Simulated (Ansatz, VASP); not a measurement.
## Two plane-wave programs on SrC2

```
Sr C
1.0
     2.51733    1.45338    2.12213
    -2.51733    1.45338    2.12213
     0.00000   -2.90676    2.12213
Sr C
1 2
Direct
  0.00000 0.00000 0.00000
  0.59156 0.59156 0.59156
  0.40844 0.40844 0.40844
```

Change from the starting cell: strain +0.000 along x and y, -0.080 along z, atoms carried along.

Alike in both runs: task single point; functional LDA; k mesh 9 × 9 × 9; occupations gaussian, width 0.05 eV; no spin polarisation.

|  | VASP | Ansatz |
| --- | --- | --- |
| version | VASP 6.6.1 | Ansatz 0.2.0 |
| potentials or method | VASP PAW LDA potentials, release 64 (Sr_sv, C), cutoff 520 eV | scalar-relativistic, plane waves, PAW |
| valence electrons in the cell | 18 | 18 |

VASP gave:

```
gap on the k mesh at the Fermi level (eV)                     : 1.42
least direct gap on the mesh (eV)                             : 2.78
pressure (GPa)                                                : 14.2
traceless stress, the component that is largest in VASP (GPa) : 34.44
rms of the force components (eV/Å)                            : 4.135
```

**Question.** Estimate Ansatz's values.

**Answer.** gap on the k mesh at the Fermi level (eV): 1.47; least direct gap on the mesh (eV): 2.80; pressure (GPa): 13.5; traceless stress, the component that is largest in VASP (GPa): 33.65; rms of the force components (eV/Å): 4.048.

LDA's correlation is that of Perdew and Zunger in VASP and of Perdew and Wang (1992) in Ansatz. Atom by atom the forces differ by 0.087 eV/Å (rms over components).
